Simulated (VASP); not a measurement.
A run of VASP 6.6.1 is set up as follows.

File INCAR:

```
PREC = Accurate ; ENCUT = 520
EDIFF = 1E-8 ; ISMEAR = 0
SIGMA = 0.01 ; LREAL = False
LASPH = True ; NELM = 60
ALGO = Normal ; ISIF = 2
LWAVE = False ; LCHARG = False
METAGGA = R2SCAN ; LMIXTAU = True
LCALCEPS = True
```

KPOINTS

```
Automatic mesh
0
Gamma
  6 6 6
```

File POSCAR:

```
Si
1.0
   -0.0506090239      2.7259522496      2.7259522496
    2.7259522496     -0.0506090239      2.7259522496
    2.7259522496      2.7259522496     -0.0506090239
Si
2
Direct
   -0.0011050607     -0.0011050607     -0.0011050607
    0.2511050607      0.2511050607      0.2511050607
```

Potentials or basis: VASP PAW PBE potentials, release 64 (Si).

The run is started by

```bash
$ cat potpaw_PBE.64/Si/POTCAR > POTCAR
$ mpirun -np 1 vasp_std > vasp.out
```

Q: Predict the electronic dielectric tensor (diagonal).

A: 11.36.

Q: Predict the Born charges (mean of the diagonal).

A: Si +0.00 e.

Q: What does it give for the band gap on the k mesh?

A: 0.70 eV (least direct gap 2.49 eV).

Dipole moments of the cell (e·Å, modulo the quantum): ionic 5.401, 5.401, 5.401; electronic 0.000, 0.000, 0.024

Caveat: the cell differs from its parent crystal (epitaxial 111 strain +2.0%). A k mesh can miss the band edges.
